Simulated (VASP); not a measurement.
# H (P6_3/mmc) in VASP: notebook, part 2 of 2

VASP 6.6.1.

### Step 3. Single point, PBE (strain +0.050 along x and y, +0.050 along z)

INCAR

```
ALGO = Normal
EDIFF = 1E-6
ENCUT = 520
GGA = PE
ISIF = 2
ISMEAR = 0
LASPH = True
LCHARG = False
LREAL = False
LWAVE = False
NBANDS = 10
NELM = 80
PREC = Accurate
SIGMA = 0.05
```

KPOINTS

```
k-points
0
Gamma
  9 9 6
```

POSCAR

```
H
1.0
    4.0321369437      0.0000000000      0.0000000000
   -2.0160684719      3.4919330248      0.0000000000
    0.0000000000      0.0000000000      5.2989946275
H
4
Direct
    0.3333333333      0.6666666667      0.1764958800
    0.6666666667      0.3333333333      0.6764958800
    0.6666666667      0.3333333333      0.8235041200
    0.3333333333      0.6666666667      0.3235041200
```

Potentials or basis: VASP PAW PBE potentials, release 64 (H).

Command:

```console
cat potpaw_PBE.64/H/POTCAR > POTCAR
mpirun -np 1 vasp_std > vasp.out
```

OUTCAR:

```text
EDIFF = 1E-6
   ENCUT = 520
   GGA = PE
   ISIF = 2
   ISMEAR = 0
   LASPH = True
   LREAL = False
   NELM = 80
   PREC = Accurate

 ion  position               nearest neighbor table
   1  0.333  0.667  0.176-   4 0.78
   2  0.667  0.333  0.676-   3 0.78
   3  0.667  0.333  0.824-   2 0.78
   4  0.333  0.667  0.324-   1 0.78

  LATTYP: Found a hexagonal cell.
 ALAT       =     4.0321369437
 C/A-ratio  =     1.3141901432

  Lattice vectors:

 A1 = (   4.0321369437,   0.0000000000,   0.0000000000)
 A2 = (  -2.0160684719,   3.4919330248,   0.0000000000)
 A3 = (   0.0000000000,   0.0000000000,   5.2989946275)

Analysis of symmetry for initial positions (statically):
=====================================================================
 Subroutine PRICEL returns:
 Original cell was already a primitive cell.

 Routine SETGRP: Setting up the symmetry group for a
 hexagonal supercell.

 Subroutine GETGRP returns: Found 24 space group operations
 (whereof 12 operations were pure point group operations)
 out of a pool of 24 trial point group operations.

The static configuration has the point symmetry D_3d.
 The point group associated with its full space group is D_6h.

Analysis of symmetry for dynamics (positions and initial velocities):
=====================================================================
 Subroutine PRICEL returns:
 Original cell was already a primitive cell.

 Routine SETGRP: Setting up the symmetry group for a
 hexagonal supercell.

 Subroutine GETGRP returns: Found 24 space group operations
 (whereof 12 operations were pure point group operations)
 out of a pool of 24 trial point group operations.

The dynamic configuration has the point symmetry D_3d.
 The point group associated with its full space group is D_6h.

 Subroutine INISYM returns: Found 24 space group operations
 (whereof 12 operations are pure point group operations),
 and found     1 'primitive' translations

----------------------------------------------------------------------------------------

                                     Primitive cell

  volume of cell :      74.6096

  direct lattice vectors                    reciprocal lattice vectors
     4.032136944  0.000000000  0.000000000     0.248007450  0.143187168  0.000000000
    -2.016068472  3.491933025  0.000000000     0.000000000  0.286374336  0.000000000
     0.000000000  0.000000000  5.298994627     0.000000000  0.000000000  0.188715043

  length of vectors
     4.032136944  4.032136944  5.298994627     0.286374336  0.286374336  0.188715043

  position of ions in fractional coordinates (direct lattice)
     0.333333333  0.666666667  0.176495880
     0.666666667  0.333333333  0.676495880
     0.666666667  0.333333333  0.823504120
     0.333333333  0.666666667  0.323504120

  ion indices of the primitive-cell ions
   primitive index   ion index
                 1           1
                 2           2
                 3           3
                 4           4

----------------------------------------------------------------------------------------

 KPOINTS: k-points

Automatic generation of k-mesh.
 Grid dimensions read from file:
[... 23 lines left out ...]
  0.111111 -0.000000  0.000000      6.000000
  0.222222 -0.000000  0.000000      6.000000
  0.333333  0.000000  0.000000      6.000000
  0.444444 -0.000000  0.000000      6.000000
  0.111111  0.111111  0.000000      6.000000
[... 16 lines left out ...]
  0.333333  0.222222  0.166667     24.000000
  0.333333  0.333333  0.166667      4.000000
 [... further k-points ...]
   k-points           NKPTS =     48   k-points in BZ     NKDIM =     48   number of bands    NBANDS=     10
   number of dos      NEDOS =    301   number of ions     NIONS =      4
   total plane-waves  NPLWV =  36000
   dimension x,y,z NGX =    30 NGY =   30 NGZ =   40
   dimension x,y,z NGXF=    60 NGYF=   60 NGZF=   80
   ions per type =               4
   NGX,Y,Z   is equivalent  to a cutoff of  12.37, 12.37, 12.55 a.u.
   NGXF,Y,Z  is equivalent  to a cutoff of  24.74, 24.74, 25.10 a.u.
 SYSTEM =  unknown system
   PREC   = accura    normal or accurate (medium, high low for compatibility)
   ISTART =      0    job   : 0-new  1-cont  2-samecut
   ICHARG =      2    charge: 1-file 2-atom 10-const
   ISPIN  =      1    spin polarized calculation?
   LNONCOLLINEAR =      F non collinear calculations
   LSORBIT =      F    spin-orbit coupling
   LASPH  =      T    aspherical Exc in radial PAW
   ENCUT  =  520.0 eV  38.22 Ry    6.18 a.u.   7.50  7.50  9.85*2*pi/ulx,y,z
   NELM   =     80;   NELMIN=  2; NELMDL= -5     # of ELM steps
   EDIFF  = 0.1E-05   stopping-criterion for ELM
   LREAL  =      F    real-space projection
   EDIFFG = 0.1E-04   stopping-criterion for IOM
   NSW    =      0    number of steps for IOM
   IBRION =     -1    ionic relax: 0-MD 1-quasi-New 2-CG
   NFREE  =      0    steps in history (QN), initial steepest desc. (CG)
   ISIF   =      2    stress and relaxation
   ISYM   =      2    0-nonsym 1-usesym 2-fastsym
   POTIM  = 0.5000    time-step for ionic-motion
   TEBEG  =    0.0;   TEEND  =   0.0 temperature during run
   PSTRESS=    0.0 pullay stress
   NELECT =       4.0000    total number of electrons
   NUPDOWN=      -1.0000    fix difference up-down
   EMIN   =  10.00;   EMAX   =-10.00  energy-range for DOS
   EFERMI =   0.00;   METHOD = LEGACY
   ISMEAR =     0;   SIGMA  =   0.05  broadening in eV -4-tet -1-fermi 0-gaus
   EFERMI_NEDOS =   21; number of points for ismear=-14 and -15
   IALGO  =     38    algorithm
   IMIX   =      4    mixing-type and parameters
     AMIX     =   0.40;   BMIX     =  1.00
     AMIX_MAG =   1.60;   BMIX_MAG =  1.00
  volume/ion in A,a.u.               =      18.65       125.87
  Fermi-wavevector in a.u.,A,eV,Ry     =   0.617300  1.166529  5.184634  0.381060
  Thomas-Fermi vector in A             =   1.675337
   LORBIT       =      0    0 simple, 1 ext, 2 COOP (PROOUT), +10 PAW based schemes
   GGA     = PE    functional components
   LHFCALC =     F    Hartree Fock is set to
   AEXX    =    0.0000 exact exchange contribution
   IVDW    =     0    specifies the selected vdW correction
   LEPSILON=     F    determine dielectric tensor
   LRPA    =     F    only Hartree local field effects (RPA)
 non-spin polarized calculation
 Gauss-broadening in eV      SIGMA  =   0.05
  energy-cutoff  :      520.00
  volume of cell :       74.61
 maximum number of plane-waves:      2035
 NGX is ok and might be reduce to    30
   NGX = 15   NGY = 15   NGZ = 19

 number of electron       3.9999997 magnetization

 Free energy of the ion-electron system (eV)
  ---------------------------------------------------
  ext. energy  EPLUGINS =         0.00000000
  ---------------------------------------------------
  free energy    TOTEN  =       -13.55109599 eV

  energy without entropy =      -13.55109599  energy(sigma->0) =      -13.55109599

 E-fermi :  -8.7082     XC(G=0):  -4.2998

 val. band max:       -8.9660374181   @ k =   0.0000   0.0000   0.0000
 cond. band min:       0.1352039064   @ k =   0.0000   0.0000   0.0000
 fundamental gap:      9.1012413245
 Fermi energy:        -8.7081987603

 k-point     1 :       0.0000    0.0000    0.0000
  band No.  band energies     occupation
      1     -10.0908      2.00000
      2      -8.9660      2.00000
      3       0.1352      0.00000
      4       2.3791      0.00000
      5       5.4126      0.00000
      6       6.3825      0.00000
      7       7.3877      0.00000
      8       7.3877      0.00000
      9       8.6656      0.00000
     10       8.6656      0.00000
[... 287 lines left out ...]
 k-point    24 :       0.3333    0.3333    0.1667
  band No.  band energies     occupation
      1      -9.2888      2.00000
      2      -9.2888      2.00000
      3       1.5101      0.00000
      4       1.9483      0.00000
      5       1.9483      0.00000
      6       4.3723      0.00000
      7       4.3723      0.00000
      8       5.0181      0.00000
      9       8.6816      0.00000
     10      11.2268      0.00000

 [... further k-points ...]
[... 5 lines left out ...]
  --------------------------------------------------------------------------------------
  -------------------------------------------------------------------------------------
  Total       -0.0634603     -0.0634603     -1.4755905      0.0000000      0.0000000      0.0000000
  in kB       -1.3627560     -1.3627560    -31.6870477      0.0000000      0.0000000      0.0000000
  external PRESSURE =     -11.4708532 kB  Pullay stress =       0.0000000 kB

 VOLUME and BASIS-vectors are now :
 -----------------------------------------------------------------------------
  energy-cutoff  :      520.00
  volume of cell :       74.61
      direct lattice vectors                 reciprocal lattice vectors
     4.032136944  0.000000000  0.000000000     0.248007450  0.143187168  0.000000000
    -2.016068472  3.491933025  0.000000000     0.000000000  0.286374336  0.000000000
     0.000000000  0.000000000  5.298994627     0.000000000  0.000000000  0.188715043

 POSITION                                       TOTAL-FORCE (eV/Angst)
 -----------------------------------------------------------------------------------
     -0.00000      2.32796      0.93525        -0.000000      0.000000      0.891469
      2.01607      1.16398      3.58475        -0.000000     -0.000000      0.891469
      2.01607      1.16398      4.36374        -0.000000     -0.000000     -0.891469
     -0.00000      2.32796      1.71425         0.000000      0.000000     -0.891469
 -----------------------------------------------------------------------------------
    total drift:                               -0.000000      0.000000     -0.000000

  FREE ENERGIE OF THE ION-ELECTRON SYSTEM (eV)
  ---------------------------------------------------
  free  energy   TOTEN  =       -13.5510959931 eV

  energy  without entropy=      -13.5510959931  energy(sigma->0) =      -13.55109599
```

OSZICAR:

```text
N       E                     dE             d eps       ncg     rms          rms(c)
DAV:   1    -0.471226985493E+01   -0.47123E+01   -0.13474E+03   960   0.257E+02
DAV:   2    -0.143417994961E+02   -0.96295E+01   -0.95551E+01  1228   0.505E+01
DAV:   3    -0.146908574058E+02   -0.34906E+00   -0.34890E+00  1154   0.922E+00
DAV:   4    -0.146920687125E+02   -0.12113E-02   -0.12113E-02  1062   0.635E-01
DAV:   5    -0.146920740645E+02   -0.53520E-05   -0.53520E-05  1066   0.435E-02    0.593E+00
DAV:   6    -0.139234522647E+02    0.76862E+00   -0.36087E-01  1032   0.206E+00    0.324E+00
DAV:   7    -0.135437116979E+02    0.37974E+00   -0.84768E-01  1044   0.323E+00    0.389E-01
DAV:   8    -0.135536773695E+02   -0.99657E-02   -0.14027E-02   988   0.516E-01    0.258E-01
DAV:   9    -0.135510972520E+02    0.25801E-02   -0.56519E-03  1002   0.254E-01    0.170E-02
DAV:  10    -0.135511002770E+02   -0.30250E-05   -0.76442E-05  1036   0.508E-02    0.806E-03
DAV:  11    -0.135510966368E+02    0.36401E-05   -0.56002E-06   970   0.203E-02    0.137E-03
DAV:  12    -0.135510959931E+02    0.64371E-06   -0.21638E-07   962   0.197E-03
   1 F= -.13551096E+02 E0= -.13551096E+02  d E =-.492374E-15
```

Run time: 37 s. Hardware: 1 thread of Intel Xeon 6975P-C, shared host; peak memory 0.18 GiB.

What came out:

```yaml
Free_energy: -13.5511 eV
Pressure: -1.1 GPa
Largest_force: 0.891 eV/Å
Band_gap_on_the_k_mesh: 9.10 eV, direct
```

Forces on the atoms (eV/Å):
```
H    0.000  0.000  0.891
H    0.000  0.000  0.891
H    0.000  0.000 -0.891
H    0.000  0.000 -0.891
```

Levels at points of the mesh, in eV from the valence-band top:
| k point | band 1 | band 2 | band 3 | band 4 | band 5 | band 6 |
| --- | --- | --- | --- | --- | --- | --- |
| (0.00, 0.00, 0.00) | -1.12 | 0.00 | 9.10 | 11.35 | 14.38 | 15.35 |
| (0.00, 0.00, 0.50) | -0.61 | -0.61 | 9.95 | 9.95 | 16.10 | 16.10 |

Caveat: the cell differs from its parent crystal (strain +0.050 along x and y, +0.050 along z). A k mesh can miss the band edges.
